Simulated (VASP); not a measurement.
# F: single point with PBEsol

F:

```
F
1.0
     3.64632   -2.15466    0.00000
     3.64632    2.15466    0.00000
     0.00000    0.00000    6.37573
F
4
Direct
  0.91254 0.08746 0.09601
  0.58746 0.41254 0.59601
  0.41254 0.58746 0.40399
  0.08746 0.91254 0.90399
```

This cell differs from its parent crystal: strain +0.030 along x and y, +0.000 along z.

```json
{
 "Program": "VASP 6.6.1",
 "Task": "single point",
 "Functional": "PBEsol",
 "Potentials or basis": "VASP PAW PBE potentials, release 64 (F)",
 "Cutoff": "520 eV",
 "k mesh": "6 × 6 × 4",
 "Occupations": "gaussian, width 0.05 eV",
 "Spin": "no spin polarisation",
 "Dipole correction": "no",
 "Further INCAR settings": "ALGO = Normal; EDIFF = 1e-06; NBANDS = 22"
}
```

The pressure is -1.8 GPa. The largest force is 0.855 eV/Å and the band gap on the k mesh is 2.92 eV.

Forces on the atoms (eV/Å):
```
F    0.000 -0.449 -0.727
F    0.000  0.449 -0.727
F    0.000 -0.449  0.727
F    0.000  0.449  0.727
```

Stress tensor (GPa, compression positive):
```
-0.44  0.00  0.00
 0.00 -1.66  0.00
 0.00  0.00 -3.24
```

Levels at points of the mesh, in eV from the valence-band top:
```csv
k point,band 10,band 11,band 12,band 13,band 14,band 15,band 16,band 17,band 18,band 19
"(0.00, 0.00, 0.00)",-3.22,-0.36,-0.16,-0.07,0.00,2.92,3.21,8.41,11.63,12.32
"(0.50, 0.00, 0.00)",-3.30,-0.15,-0.15,-0.13,-0.13,3.07,3.07,11.22,11.22,14.12
"(0.50, 0.50, 0.00)",-3.26,-0.37,-0.25,-0.03,0.00,2.97,3.20,10.85,12.16,13.65
"(0.00, 0.00, 0.50)",-3.27,-0.19,-0.19,-0.11,-0.11,3.03,3.03,9.41,9.41,15.78
"(0.50, 0.00, 0.50)",-3.30,-0.14,-0.14,-0.11,-0.11,3.07,3.07,11.98,11.98,12.03
"(0.50, 0.50, 0.50)",-3.30,-0.19,-0.19,-0.14,-0.14,3.06,3.06,11.61,11.61,13.02
```

Run time: 28 s on 1 thread of Intel(R) Xeon(R) Platinum 8559C (Emerald Rapids), on a shared host, peak memory 0.22 GiB.

Caveat: the cell differs from its parent crystal (strain +0.030 along x and y, +0.000 along z); the PAW data sets were made with another functional, which shifts forces and pressure a little. A k mesh can miss the band edges.
